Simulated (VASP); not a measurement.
Wanted: the native input for a VASP 6.6.1 run.

```
Task                      : relaxation of the atoms
Functional                : PBE
Dispersion                : D3(BJ)
Potentials or basis       : VASP PAW PBE potentials, release 64 (S, Mo_sv)
Cutoff                    : 520 eV
k mesh                    : 9 × 9 × 1
Occupations               : gaussian, width 0.1 eV
Spin                      : no spin polarisation
Dipole correction         : yes
Atoms held fixed (from 0) : [0, 4, 1]
Further INCAR settings    : ALGO = Normal; EDIFF = 1e-06; IBRION = 2; EDIFFG = -0.03; NSW = 90
```

The structure of MoS2 lies in POSCAR:

```
MoS2
1.0
    3.1334577205      0.0000000000      0.0000000000
   -1.5667288603      2.7136539876      0.0000000000
    0.0000000000      0.0000000000     26.1646874887
S Mo
4 2
Selective dynamics
Direct
    0.0000000000      0.0000000000      0.3248653363  F F F
    0.3333333333      0.6666666667      0.4473887240  F F F
    0.6666666667      0.3333333333      0.5526112760  T T T
    0.0000000000      0.0000000000      0.6751346637  T T T
    0.6666666667      0.3333333333      0.3861270301  F F F
    0.3333333333      0.6666666667      0.6138729699  T T T
```

These files were run (other wordings do the same):

INCAR

```
ALGO = Normal ; DIPOL = 0.5 0.5 0.500
EDIFF = 1E-6 ; EDIFFG = -0.03
ENCUT = 520 ; GGA = PE
IBRION = 2 ; IDIPOL = 3
ISIF = 2 ; ISMEAR = 0
IVDW = 12 ; LASPH = T
LCHARG = F ; LDIPOL = T
LREAL = F ; LWAVE = F
NELM = 60 ; NSW = 90
PREC = Accurate ; SIGMA = 0.1
```

KPOINTS

```
k-points
0
Gamma
  9 9 1
```

Potentials or basis: VASP PAW PBE potentials, release 64 (S, Mo_sv).

The run is started by

```console
$ cat potpaw_PBE.64/S/POTCAR potpaw_PBE.64/Mo_sv/POTCAR > POTCAR
$ mpirun -np 1 vasp_std > vasp.out
```

It gave:

```json
{"Energy gained by relaxing": "0.0 meV/atom", "Ionic steps": "2", "Band gap on the k mesh": "zero (bands 26 and 27 overlap by 0.60 eV)", "Dispersion energy per atom": "-0.383 eV"}
```

Wall time 2.9 min on 1 thread of AMD EPYC 7R43 64-Core Processor (Zen 3), on a shared host, peak memory 0.33 GiB.
